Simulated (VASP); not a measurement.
A run of VASP 6.6.1 is set up as follows.

INCAR

```
SYSTEM = Sc
ALGO = Normal ; EDIFF = 1E-6
ENCUT = 520 ; GGA = PS
ISIF = 2 ; ISMEAR = 0
LASPH = .TRUE. ; LCHARG = .TRUE.
LELF = .TRUE. ; LREAL = .FALSE.
LVHAR = .TRUE. ; LWAVE = .FALSE.
NBANDS = 12 ; NELM = 80
PREC = Accurate ; SIGMA = 0.15
```

The input KPOINTS:

```
k-points
0
G
  18 18 18
  0 0 0
```

The input POSCAR:

```
Sc
1.0
    0.0000000000      2.2705000000      2.2023850000
    2.2705000000      0.0000000000      2.2023850000
    2.2705000000      2.2705000000      0.0000000000
Sc
1
Direct
    0.0000000000      0.0000000000      0.0000000000
```

Potentials or basis: VASP PAW PBE potentials, release 64 (Sc_sv).

Command:

```console
$ cat potpaw_PBE.64/Sc_sv/POTCAR > POTCAR
$ mpirun -np 1 vasp_std > vasp.out
```

Question: Estimate the pressure.

Answer: 2.2 GPa.

Question: Estimate the band gap on the k mesh.

Answer: Zero (an odd number of electrons rules out a gap without spin polarisation).

Stress tensor (GPa, compression positive):
```
1.94 0.00 0.00
0.00 1.94 0.00
0.00 0.00 2.81
```

Caveat: the cell differs from its parent crystal (strain +0.000 along x and y, -0.030 along z); the PAW data sets were made with another functional, which shifts forces and pressure a little.
